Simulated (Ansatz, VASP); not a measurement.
# One calculation of Ir5Ru, two programs

```
Ru Ir
1.0
     2.72745    0.00000    0.00000
    -1.36372    2.36204    0.00000
     0.00000    0.00000   13.38920
Ru Ir
1 5
Direct
  0.00000 0.00000 0.50000
  0.33333 0.66667 0.83311
  0.66667 0.33333 0.66383
  0.33333 0.66667 0.33617
  0.66667 0.33333 0.16689
  0.00000 0.00000 0.00000
```

Alike in both runs: functional PBE; k mesh 18 × 18 × 4; occupations gaussian, width 0.1 eV; no spin polarisation.

Ansatz relaxed the structure, and its values are those at the end. VASP's run is a single point on that final structure, the one shown.

|  | VASP | Ansatz |
| --- | --- | --- |
| version | VASP 6.6.1 | Ansatz 0.2.0 |
| potentials or method | VASP PAW PBE potentials, release 64 (Ru_pv, Ir), cutoff 520 eV | scalar-relativistic, plane waves, PAW |
| valence electrons in the cell | 59 | 101 |

VASP gave:

| Property | Result |
| --- | --- |
| gap on the k mesh at the Fermi level (eV) | none |
| pressure (GPa) | 0.4 |
| rms of the force components (eV/Å) | 0.006 |

Problem. What did Ansatz give for the same quantities?

Solution. gap on the k mesh at the Fermi level (eV): none; pressure (GPa): 0.0; rms of the force components (eV/Å): 0.000.

A gap of «none» marks a metal or a gap that the smearing closes. VASP's potentials hold 59 valence electrons a cell and Ansatz's 101, so a difference there can come from the potentials and not from the codes.

Neither program's run includes spin-orbit coupling.
